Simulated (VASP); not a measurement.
TmI4:

```xyz
5
Lattice="6.6921 0.0000 0.0000 0.0000 6.6921 0.0000 0.0000 0.0000 4.8431" Properties=species:S:1:pos:R:3 pbc="T T T"
Tm    0.0000    0.0000    2.4216
I     4.9170    4.9170    2.4216
I     1.7751    1.7751    2.4216
I     1.7751    4.9170    2.4216
I     4.9170    1.7751    2.4216
```

The cell was generated, and may not be a known phase.

```yaml
Program: VASP 6.6.1
Task: relaxation of cell and atoms
Functional: PBE
Potentials_or_basis: VASP PAW PBE potentials, release 64 (Tm_3, I), 4f in core
Cutoff: 500 eV
k_mesh: 3 × 3 × 4
Occupations: gaussian, width 0.2 eV
Spin: no spin polarisation
```

At the start: pressure 16.9 GPa; volume 43.38 Å³/atom.

**Question.** How do energy, volume and symmetry change on relaxing?

**Answer.** Over 19 steps the energy falls by 880.6 meV/atom and the volume is 77.71 Å³/atom (+79.1 %); space group P4/mmm (No. 123, to 0.1 Å) before and after.

Step by step:
```
step  energy change (eV)  largest force (eV/Å)  pressure (GPa)  volume (Å³)
   1              0.0000                3.2693           16.90       216.90
   2             -0.8529                1.4742           -3.36       384.62
   3             -3.9298                1.1021           -0.17       282.75
   4             -3.9500                1.0249            0.21       279.20
   5             -3.9562                0.9533            0.55       276.20
   6             -4.1058                0.7008            0.27       284.16
   7             -4.3130                0.1641            0.03       308.93
   8             -4.3282                0.0568            0.06       315.88
   9             -4.3324                0.0279            0.11       321.88
  10             -4.3325                0.0408            0.12       322.84
  11             -4.3396                0.0094            0.05       327.19
  12             -4.3540                0.0825           -0.16       340.32
  13             -4.3567                0.2554           -0.49       367.03
  14             -4.3592                0.2003           -0.39       358.15
  15             -4.3607                0.1962           -0.38       358.82
  16             -4.3649                0.1838           -0.36       360.84
  17             -4.3727                0.1594           -0.31       364.87
  18             -4.3857                0.1101           -0.21       372.85
  19             -4.4028                0.0103           -0.03       388.56
```

Final structure:
```yaml
crystal:
  lattice:
    - [7.97174, 0.00000, 0.00000]
    - [0.00000, 7.97174, 0.00000]
    - [0.00000, 0.00000, 6.11432]
  atoms:
    - { symbol: Tm, position: [0.00000, 0.00000, 0.50000] }
    - { symbol: I, position: [0.74518, 0.74518, 0.50000] }
    - { symbol: I, position: [0.25482, 0.25482, 0.50000] }
    - { symbol: I, position: [0.25482, 0.74518, 0.50000] }
    - { symbol: I, position: [0.74518, 0.25482, 0.50000] }
```

Caveat: the volume moved by over 15 % at a fixed basis, so the end points are rough; this functional lacks dispersion, which binds layers or chains, so the pressure and a relaxed spacing across them are unreliable; an odd number of electrons without spin polarisation forces a metal; a magnetic or distorted state may lie lower; the run has no spin polarisation, though such a crystal can be magnetic.
